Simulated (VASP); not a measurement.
# Be (P4_2/mnm) in VASP: further runs

The runs below take Be through single point, with PBE.

All numbers are computed with VASP 6.6.1; they aren't measurements. Logs are shortened: lines on timing, memory, paths and dates and some standing lists are left out, and cuts for length are marked.

## (1) The cell of the first run

It takes space group P4_2/mnm (No. 136, tetragonal). Conventional cell: a = 3.796 Å, b = 3.796 Å, c = 2.311 Å, α = 90.00°, β = 90.00°, γ = 90.00°. Within 2.9 Å of Be (site symmetry m2m) lie 13 Be at 2.18 to 2.73 Å.

## (2) Single point, PBE (volume scaled by 1.04)

Contents of INCAR:

```
SYSTEM = Be
PREC = Accurate
ENCUT = 520
EDIFF = 1E-6
ISMEAR = -1
SIGMA = 0.05
LREAL = .False.
LASPH = .True.
NELM = 100
ALGO = Normal
ISIF = 2
LWAVE = .False.
LCHARG = .False.
GGA = PE
NBANDS = 12
```

Contents of KPOINTS:

```
regular mesh
0
Gamma
  9 9 14
  0 0 0
```

Contents of POSCAR:

```
Be
1.0
    3.7961198385      0.0000000000      0.0000000000
    0.0000000000      3.7961198385      0.0000000000
    0.0000000000      0.0000000000      2.3113002848
Be
4
Direct
    0.2974080000      0.2974080000      0.0000000000
    0.7025920000      0.7025920000      0.0000000000
    0.2025920000      0.7974080000      0.5000000000
    0.7974080000      0.2025920000      0.5000000000
```

Potentials or basis: VASP PAW PBE potentials, release 64 (Be).

Started as:

```
$ cat potpaw_PBE.64/Be/POTCAR > POTCAR
$ mpirun -np 1 vasp_std > vasp.out
```

OUTCAR:

```text
SYSTEM = Be
   PREC = Accurate
   ENCUT = 520
   EDIFF = 1E-6
   ISMEAR = -1
   LREAL = .False.
   LASPH = .True.
   NELM = 100
   ISIF = 2
   GGA = PE

 ion  position               nearest neighbor table
   1  0.297  0.297  0.000-   2 2.18   3 2.25   4 2.25   3 2.25   4 2.25   3 2.25   3 2.25   4 2.25
                             4 2.25
   2  0.703  0.703  0.000-   1 2.18   3 2.25   4 2.25   3 2.25   4 2.25   4 2.25   4 2.25   3 2.25
                             3 2.25
   3  0.203  0.797  0.500-   4 2.18   2 2.25   1 2.25   1 2.25   2 2.25   1 2.25   1 2.25   2 2.25
                             2 2.25
   4  0.797  0.203  0.500-   3 2.18   2 2.25   1 2.25   1 2.25   2 2.25   2 2.25   2 2.25   1 2.25
                             1 2.25

  LATTYP: Found a simple tetragonal cell.
 ALAT       =     3.7961198385
 C/A-ratio  =     0.6088586196

  Lattice vectors:

 A1 = (   3.7961198385,   0.0000000000,   0.0000000000)
 A2 = (   0.0000000000,   3.7961198385,   0.0000000000)
 A3 = (   0.0000000000,   0.0000000000,   2.3113002848)

Analysis of symmetry for initial positions (statically):
=====================================================================
 Subroutine PRICEL returns:
 Original cell was already a primitive cell.

 Routine SETGRP: Setting up the symmetry group for a
 simple tetragonal supercell.

 Subroutine GETGRP returns: Found 16 space group operations
 (whereof  8 operations were pure point group operations)
 out of a pool of 16 trial point group operations.

The static configuration has the point symmetry D_2h.
 The point group associated with its full space group is D_4h.

Analysis of symmetry for dynamics (positions and initial velocities):
=====================================================================
 Subroutine PRICEL returns:
 Original cell was already a primitive cell.

 Routine SETGRP: Setting up the symmetry group for a
 simple tetragonal supercell.

 Subroutine GETGRP returns: Found 16 space group operations
 (whereof  8 operations were pure point group operations)
 out of a pool of 16 trial point group operations.

The dynamic configuration has the point symmetry D_2h.
 The point group associated with its full space group is D_4h.

 Subroutine INISYM returns: Found 16 space group operations
 (whereof  8 operations are pure point group operations),
 and found     1 'primitive' translations

----------------------------------------------------------------------------------------

                                     Primitive cell

  volume of cell :      33.3071

  direct lattice vectors                    reciprocal lattice vectors
     3.796119839  0.000000000  0.000000000     0.263426879  0.000000000  0.000000000
     0.000000000  3.796119839  0.000000000     0.000000000  0.263426879  0.000000000
     0.000000000  0.000000000  2.311300285     0.000000000  0.000000000  0.432656893

  length of vectors
     3.796119839  3.796119839  2.311300285     0.263426879  0.263426879  0.432656893

  position of ions in fractional coordinates (direct lattice)
     0.297408000  0.297408000  0.000000000
     0.702592000  0.702592000  0.000000000
     0.202592000  0.797408000  0.500000000
     0.797408000  0.202592000  0.500000000

  ion indices of the primitive-cell ions
   primitive index   ion index
                 1           1
                 2           2
                 3           3
                 4           4

----------------------------------------------------------------------------------------

 KPOINTS: regular mesh

Automatic generation of k-mesh.
 Grid dimensions read from file:
 generate k-points for:    9    9   14

 Generating k-lattice:

  Cartesian coordinates                     Fractional coordinates (reciprocal lattice)
     0.029269653  0.000000000  0.000000000     0.111111111  0.000000000  0.000000000
     0.000000000  0.029269653  0.000000000     0.000000000  0.111111111  0.000000000
     0.000000000  0.000000000  0.030904064     0.000000000  0.000000000  0.071428571

  Length of vectors
     0.029269653  0.029269653  0.030904064

  Shift w.r.t. Gamma in fractional coordinates (k-lattice)
     0.000000000  0.000000000  0.000000000

 Subroutine IBZKPT returns following result:
 ===========================================

 Found    120 irreducible k-points:

 Following reciprocal coordinates:
            Coordinates               Weight
  0.000000  0.000000  0.000000      1.000000
  0.111111  0.000000  0.000000      4.000000
  0.222222  0.000000  0.000000      4.000000
  0.333333  0.000000  0.000000      4.000000
  0.444444  0.000000  0.000000      4.000000
  0.111111  0.111111  0.000000      4.000000
[... 16 lines left out ...]
  0.333333  0.111111  0.071429     16.000000
  0.444444  0.111111  0.071429     16.000000
 [... further k-points ...]
   k-points           NKPTS =    120   k-points in BZ     NKDIM =    120   number of bands    NBANDS=     12
   number of dos      NEDOS =    301   number of ions     NIONS =      4
   total plane-waves  NPLWV =  14112
   dimension x,y,z NGX =    28 NGY =   28 NGZ =   18
   dimension x,y,z NGXF=    56 NGYF=   56 NGZF=   36
   ions per type =               4
   NGX,Y,Z   is equivalent  to a cutoff of  12.26, 12.26, 12.95 a.u.
   NGXF,Y,Z  is equivalent  to a cutoff of  24.52, 24.52, 25.89 a.u.
 SYSTEM =  Be
   PREC   = accura    normal or accurate (medium, high low for compatibility)
   ISTART =      0    job   : 0-new  1-cont  2-samecut
   ICHARG =      2    charge: 1-file 2-atom 10-const
   ISPIN  =      1    spin polarized calculation?
   LNONCOLLINEAR =      F non collinear calculations
   LSORBIT =      F    spin-orbit coupling
   LASPH  =      T    aspherical Exc in radial PAW
   ENCUT  =  520.0 eV  38.22 Ry    6.18 a.u.   7.06  7.06  4.30*2*pi/ulx,y,z
   NELM   =    100;   NELMIN=  2; NELMDL= -5     # of ELM steps
   EDIFF  = 0.1E-05   stopping-criterion for ELM
   LREAL  =      F    real-space projection
   EDIFFG = 0.1E-04   stopping-criterion for IOM
   NSW    =      0    number of steps for IOM
   IBRION =     -1    ionic relax: 0-MD 1-quasi-New 2-CG
   NFREE  =      0    steps in history (QN), initial steepest desc. (CG)
   ISIF   =      2    stress and relaxation
   ISYM   =      2    0-nonsym 1-usesym 2-fastsym
   POTIM  = 0.5000    time-step for ionic-motion
   TEBEG  =    0.0;   TEEND  =   0.0 temperature during run
   PSTRESS=    0.0 pullay stress
   NELECT =       8.0000    total number of electrons
   NUPDOWN=      -1.0000    fix difference up-down
   EMIN   =  10.00;   EMAX   =-10.00  energy-range for DOS
   EFERMI =   0.00;   METHOD = LEGACY
   ISMEAR =    -1;   SIGMA  =   0.05  broadening in eV -4-tet -1-fermi 0-gaus
   EFERMI_NEDOS =   21; number of points for ismear=-14 and -15
   IALGO  =     38    algorithm
   IMIX   =      4    mixing-type and parameters
     AMIX     =   0.40;   BMIX     =  1.00
     AMIX_MAG =   1.60;   BMIX_MAG =  1.00
  volume/ion in A,a.u.               =       8.33        56.19
  Fermi-wavevector in a.u.,A,eV,Ry     =   1.017637  1.923055 14.089982  1.035584
  Thomas-Fermi vector in A             =   2.151049
   LORBIT       =      0    0 simple, 1 ext, 2 COOP (PROOUT), +10 PAW based schemes
   GGA     = PE    functional components
   LHFCALC =     F    Hartree Fock is set to
   AEXX    =    0.0000 exact exchange contribution
   IVDW    =     0    specifies the selected vdW correction
   LEPSILON=     F    determine dielectric tensor
   LRPA    =     F    only Hartree local field effects (RPA)
 non-spin polarized calculation
  energy-cutoff  :      520.00
  volume of cell :       33.31
 maximum number of plane-waves:       918
   NGX = 15   NGY = 15   NGZ =  9

 number of electron       8.0000000 magnetization

 Free energy of the ion-electron system (eV)
  ---------------------------------------------------
  ext. energy  EPLUGINS =         0.00000000
  ---------------------------------------------------
  free energy    TOTEN  =       -14.83668391 eV

  energy without entropy =      -14.83159240  energy(sigma->0) =      -14.83413815

 E-fermi :   6.4676     XC(G=0): -10.4346

 val. band max:        6.4590641135   @ k =   0.1111   0.1111   0.0000
 cond. band min:       6.4730572800   @ k =   0.0000   0.0000   0.2857
 fundamental gap:      0.0139931665
 Fermi energy:         6.4676225551

 k-point     1 :       0.0000    0.0000    0.0000
  band No.  band energies     occupation
      1      -4.4589      2.00000
      2       1.6685      2.00000
      3       2.2448      2.00000
      4       5.4267      2.00000
      5       5.4267      2.00000
      6      11.1538      0.00000
      7      11.1538      0.00000
      8      13.7306      0.00000
      9      15.4403      0.00000
     10      16.6924      0.00000
     11      22.0897      0.00000
     12      22.0897      0.00000

 k-point     2 :       0.1111    0.0000    0.0000
  band No.  band energies     occupation
      1      -4.3629      2.00000
      2       1.2472      2.00000
      3       2.1225      2.00000
      4       5.4046      2.00000
      5       6.1650      1.99530
      6      10.2499      0.00000
      7      11.0265      0.00000
      8      14.8785      0.00000
      9      15.5557      0.00000
     10      17.1758      0.00000
     11      21.6123      0.00000
     12      22.1867      0.00000

 k-point     3 :       0.2222    0.0000    0.0000
  band No.  band energies     occupation
      1      -4.0748      2.00000
      2       0.1236      2.00000
      3       2.3777      2.00000
      4       5.2899      2.00000
      5       7.4060      0.00000
      6       8.9884      0.00000
      7      11.0358      0.00000
      8      15.9002      0.00000
      9      16.8510      0.00000
     10      18.4315      0.00000
     11      20.5513      0.00000
     12      22.1945      0.00000
[... 286 lines left out ...]
 k-point    23 :       0.3333    0.1111    0.0714
  band No.  band energies     occupation
      1      -3.3908      2.00000
      2      -0.8276      2.00000
      3       2.3505      2.00000
      4       4.7310      2.00000
      5       8.1443      0.00000
      6       9.3629      0.00000
      7      12.1374      0.00000
      8      15.4285      0.00000
      9      17.9543      0.00000
     10      18.5982      0.00000
     11      20.0814      0.00000
     12      21.5996      0.00000

 k-point    24 :       0.4444    0.1111    0.0714
  band No.  band energies     occupation
      1      -2.7191      2.00000
      2      -1.8605      2.00000
      3       3.0309      2.00000
      4       3.8531      2.00000
      5       8.5059      0.00000
      6       8.9606      0.00000
      7      14.1181      0.00000
      8      16.3409      0.00000
      9      16.5577      0.00000
     10      17.4192      0.00000
     11      20.9851      0.00000
     12      22.1577      0.00000

 [... further k-points ...]
[... 5 lines left out ...]
  --------------------------------------------------------------------------------------
  -------------------------------------------------------------------------------------
  Total       -0.7598174     -0.7598174     -1.1511148     -0.0000000      0.0000000      0.0000000
  in kB      -36.5496828    -36.5496828    -55.3723571     -0.0000000      0.0000000      0.0000000
  external PRESSURE =     -42.8239076 kB  Pullay stress =       0.0000000 kB

 VOLUME and BASIS-vectors are now :
 -----------------------------------------------------------------------------
  energy-cutoff  :      520.00
  volume of cell :       33.31
      direct lattice vectors                 reciprocal lattice vectors
     3.796119839  0.000000000  0.000000000     0.263426879  0.000000000  0.000000000
     0.000000000  3.796119839  0.000000000     0.000000000  0.263426879  0.000000000
     0.000000000  0.000000000  2.311300285     0.000000000  0.000000000  0.432656893

 POSITION                                       TOTAL-FORCE (eV/Angst)
 -----------------------------------------------------------------------------------
      1.12900      1.12900      0.00000         0.018397      0.018397     -0.000000
      2.66712      2.66712      0.00000        -0.018397     -0.018397      0.000000
      0.76906      3.02706      1.15565        -0.018397      0.018397     -0.000000
      3.02706      0.76906      1.15565         0.018397     -0.018397      0.000000
 -----------------------------------------------------------------------------------
    total drift:                                0.000000      0.000000     -0.000000

  FREE ENERGIE OF THE ION-ELECTRON SYSTEM (eV)
  ---------------------------------------------------
  free  energy   TOTEN  =       -14.8366839056 eV

  energy  without entropy=      -14.8315924012  energy(sigma->0) =      -14.83413815
```

Wall time 21 s (1 thread of Intel Xeon Platinum 8259CL at 2.50GHz (Skylake/Cascade Lake), shared host); peak memory 0.16 GiB.

Results:

| Quantity | Value |
| --- | --- |
| Free energy | -14.8367 eV |
| Pressure | -4.3 GPa |
| Largest force | 0.026 eV/Å |
| Band gap on the k mesh | zero (band 4 reaches 7.49 eV, above the bottom of band 5 at 5.43 eV) |

Forces on the atoms (eV/Å):
```
Be   0.018  0.018  0.000
Be  -0.018 -0.018  0.000
Be  -0.018  0.018  0.000
Be   0.018 -0.018  0.000
```

Levels at points of the mesh, in eV from the Fermi level:
```csv
k point,band 1,band 2,band 3,band 4,band 5,band 6,band 7,band 8,band 9
"(0.00, 0.00, 0.00)",-10.93,-4.80,-4.22,-1.04,-1.04,4.69,4.69,7.26,8.97
"(0.00, 0.00, 0.50)",-5.66,-5.66,1.02,1.02,1.80,1.80,2.59,2.59,7.21
```

(Continued in part 2 of 2.)
